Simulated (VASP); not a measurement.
Wanted: the native input for a VASP 6.6.1 run.

```yaml
Task: relaxation of cell and atoms
Functional: PBE
Potentials_or_basis: VASP PAW PBE potentials, release 64 (Si, Ni)
Cutoff: 600 eV
k_mesh: 12 × 12 × 12
Occupations: gaussian, width 0.1 eV
Spin: no spin polarisation
Target_pressure: 40 GPa
Dipole_correction: no
Further_INCAR_settings: ALGO = Normal; EDIFF = 1e-07; IBRION = 2; EDIFFG = -0.008; NSW = 70; ISIF = 3
```

The structure of SiNi3 lies in POSCAR:

```
SiNi3
1.0
    3.3463573645      0.0000000000      0.0000000000
    0.0000000000      3.3463573645      0.0000000000
    0.0000000000      0.0000000000      3.3463573645
Si Ni
1 3
Direct
    0.0000000000      0.0000000000      0.0000000000
    0.0000000000      0.5000000000      0.5000000000
    0.5000000000      0.0000000000      0.5000000000
    0.5000000000      0.5000000000      0.0000000000
```

These files were run (other wordings do the same):

INCAR

```
SYSTEM = SiNi3
  PREC = Accurate
  ENCUT = 600
  EDIFF = 1E-7
  ISMEAR = 0
  SIGMA = 0.1
  LREAL = .False.
  LASPH = .True.
  NELM = 100
  ALGO = Normal
  ISIF = 3
  LWAVE = .False.
  LCHARG = .False.
  GGA = PE
  IBRION = 2
  NSW = 70
  EDIFFG = -0.008
  PSTRESS = 400.0
```

KPOINTS

```
regular mesh
0
Gamma
  12 12 12
  0 0 0
```

Potentials or basis: VASP PAW PBE potentials, release 64 (Si, Ni).

Command:

```bash
$ cat potpaw_PBE.64/Si/POTCAR potpaw_PBE.64/Ni/POTCAR > POTCAR
$ mpirun -np 1 vasp_std > vasp.out
```

It gave:

```
Relaxed volume                                         : 9.40 Å³/atom
Relaxed cell                                           : a = 3.350 Å, b = 3.350 Å, c = 3.350 Å, α = 90.00°, β = 90.00°, γ = 90.00°
Space group after relaxing (to 0.05 Å)                 : Pm-3m (No. 221)
Energy change on relaxing (the enthalpy is what falls) : -7.5 meV/atom
Ionic steps                                            : 3
Pressure after relaxing                                : 40.0 GPa
Band gap on the k mesh                                 : zero (band 17 reaches 12.90 eV, above the bottom of band 18 at 12.61 eV)
```

Caveat: the cell is relaxed towards a set pressure, so the enthalpy falls and the energy may rise.

Wall time 110 s on 1 thread of Intel(R) Xeon(R) Platinum 8488C (Sapphire Rapids), on a shared host, peak memory 0.21 GiB.
